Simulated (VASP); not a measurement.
A run of VASP 6.6.1 is set up as follows.

File INCAR:

```
ALGO = Normal
EDIFF = 1E-7
ENCUT = 520
GGA = PE
ISIF = 2
ISMEAR = -1
LASPH = T
LCHARG = T
LELF = T
LREAL = F
LVHAR = T
LWAVE = F
NBANDS = 26
NELM = 80
PREC = Accurate
SIGMA = 0.02
```

File KPOINTS:

```
k-points
0
Gamma
  12 12 6
```

POSCAR

```
ZnO
1.0
    3.2676942756      0.0000000000      0.0000000000
   -1.6338471378      2.8299062544      0.0000000000
    0.0000000000      0.0000000000      5.2630613499
Zn O
2 2
Direct
    0.3333333333      0.6666666667     -0.0023477533
    0.6666666667      0.3333333333      0.4976522467
    0.3333333333      0.6666666667      0.3773477533
    0.6666666667      0.3333333333      0.8773477533
```

Potentials or basis: VASP PAW PBE potentials, release 64 (Zn, O).

Run with:

```console
$ cat potpaw_PBE.64/Zn/POTCAR potpaw_PBE.64/O/POTCAR > POTCAR
$ mpirun -np 1 vasp_std > vasp.out
```

Task: Predict the band gap on the k mesh.

Result: 0.75 eV.

Task: Estimate the largest force.

Result: 0.003 eV/Å.

Task: Estimate the pressure.

Result: 2.6 GPa.

Forces on the atoms (eV/Å):
```
Zn   0.000  0.000  0.003
Zn   0.000  0.000  0.003
O    0.000  0.000 -0.003
O    0.000  0.000 -0.003
```

Caveat: the cell differs from its parent crystal (strain +1.0%).
